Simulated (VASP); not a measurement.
A run of VASP 6.6.1 is set up as follows.

Contents of INCAR:

```
PREC     = Accurate       # precision mode
ENCUT    = 520            # plane-wave cutoff, eV
EDIFF    = 1E-7           # SCF threshold, eV
ISMEAR   = 0              # smearing method
SIGMA    = 0.1            # smearing width, eV
LREAL    = F              # projectors in reciprocal space
LASPH    = T              # aspherical terms in the spheres
NELM     = 80             # most SCF steps
ALGO     = Normal         # electronic algorithm
ISIF     = 2              # what is computed and relaxed
LWAVE    = F              # write WAVECAR
LCHARG   = F              # write CHGCAR
GGA      = PE             # functional
NBANDS   = 50             # bands
```

Contents of KPOINTS:

```
regular mesh
0
Gamma
  12 12 4
```

Contents of POSCAR:

```
Zn5BiO
1.0
    3.1967338825      0.0000000000      0.0000000000
   -1.5983669412      2.7684527514      0.0000000000
    0.0000000000      0.0000000000     13.6960652034
Zn Bi O
5 1 1
Direct
    0.3333333333      0.6666666667      0.4744819879
    0.6666666667      0.3333333333      0.6582955881
    0.0000000000      0.0000000000      0.3302256468
    0.6666666667      0.3333333333      0.1861712822
    0.0000000000      0.0000000000      0.7999456080
    0.3333333333      0.6666666667      0.9926525003
    0.0000000000      0.0000000000      0.5682273867
```

Potentials or basis: VASP PAW PBE potentials, release 64 (Zn, Bi_d, O).

Launch:

```bash
$ cat potpaw_PBE.64/Zn/POTCAR potpaw_PBE.64/Bi_d/POTCAR potpaw_PBE.64/O/POTCAR > POTCAR
$ mpirun -np 1 vasp_std > vasp.out
```

(1) Estimate the largest force.

(2) Predict the pressure.

(3) Estimate the band gap on the k mesh.

Results:

(1) 0.026 eV/Å.

(2) 0.2 GPa.

(3) zero (an odd number of electrons rules out a gap without spin polarisation).

Caveat: spin-orbit coupling is left out, which moves the levels of the heavy elements.
